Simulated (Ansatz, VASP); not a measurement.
# CsPbCl3: VASP beside Ansatz

File INCAR:

```
SYSTEM = CsPbCl3
ALGO = Normal
EDIFF = 1E-6
ENCUT = 520
GGA = PS
ISIF = 2
ISMEAR = -1
LASPH = .True.
LCHARG = .False.
LREAL = .False.
LWAVE = .False.
NBANDS = 30
NELM = 60
PREC = Accurate
SIGMA = 0.05
```

KPOINTS

```
k-points
0
Gamma
  4 4 4
  0 0 0
```

Contents of POSCAR:

```
CsPbCl3
1.0
    5.6050000000      0.0000000000      0.0000000000
    0.0000000000      5.6050000000      0.0000000000
    0.0000000000      0.0000000000      5.3808000000
Pb Cs Cl
1 1 3
Direct
    0.5000000000      0.5000000000      0.5000000000
    0.0000000000      0.0000000000      0.0000000000
    0.5000000000      0.0000000000      0.5000000000
    0.0000000000      0.5000000000      0.5000000000
    0.5000000000      0.5000000000      0.0000000000
```

File input.yaml:

```yaml
crystal:
  lattice:
    - [5.605, 0.0, 0.0]
    - [0.0, 5.605, 0.0]
    - [0.0, 0.0, 5.3808]
  atoms:
    - { symbol: Pb, position: [0.5, 0.5, 0.5] }
    - { symbol: Cs, position: [0.0, 0.0, 0.0] }
    - { symbol: Cl, position: [0.5, 0.0, 0.5] }
    - { symbol: Cl, position: [0.0, 0.5, 0.5] }
    - { symbol: Cl, position: [0.5, 0.5, 0.0] }
hamiltonian:
  xc: pbesol
  pseudopotentials: { kind: paw }
kpoints:
  mp_grid: { grid: [4, 4, 4] }
  band_path:
    path:
      - [[0.0, 0.0, 0.0], [0.0, 0.5, 0.0], [0.5, 0.5, 0.0], [0.0, 0.0, 0.0], [0.0, 0.0, 0.5], [0.0, 0.5, 0.5], [0.5, 0.5, 0.5], [0.0, 0.0, 0.5]]
      - [[0.0, 0.5, 0.0], [0.0, 0.5, 0.5]]
      - [[0.5, 0.5, 0.0], [0.5, 0.5, 0.5]]
    npoints: 14
scf:
  occupations: { method: fermi_dirac, width: 0.05 }
  n_extra_bands: 12
output:
  forces: true
  stress: true
  eigenvalues: true
  fatbands: true
  write_density: true
  write_potential: true
  elf: true
  volumetric_format: npy
```

Alike in both runs: functional PBEsol; k mesh 4 × 4 × 4; occupations fermi-dirac, width 0.05 eV; no spin polarisation.

|  | VASP | Ansatz |
| --- | --- | --- |
| version | VASP 6.6.1 | Ansatz 0.2.0 |
| potentials or method | VASP PAW PBE potentials, release 64 (Pb_d, Cs_sv, Cl) | Ansatz PAW |
| plane-wave cutoff (eV) | 520 | 420 |
| valence electrons in the cell | 44 | 44 |
| task | single point | band structure |

VASP gave:

* gap on the k mesh at the Fermi level (eV): 1.47
* least direct gap on the mesh (eV): 1.47
* pressure (GPa): 1.5
* traceless stress, the component that is largest in VASP (GPa): 1.86

Task: Which values does Ansatz return?

Result: gap on the k mesh at the Fermi level (eV): 1.46; least direct gap on the mesh (eV): 1.46; pressure (GPa): 1.6; traceless stress, the component that is largest in VASP (GPa): 1.86.

VASP's potentials were made for PBE, not for PBEsol.

Spin-orbit coupling is off throughout.
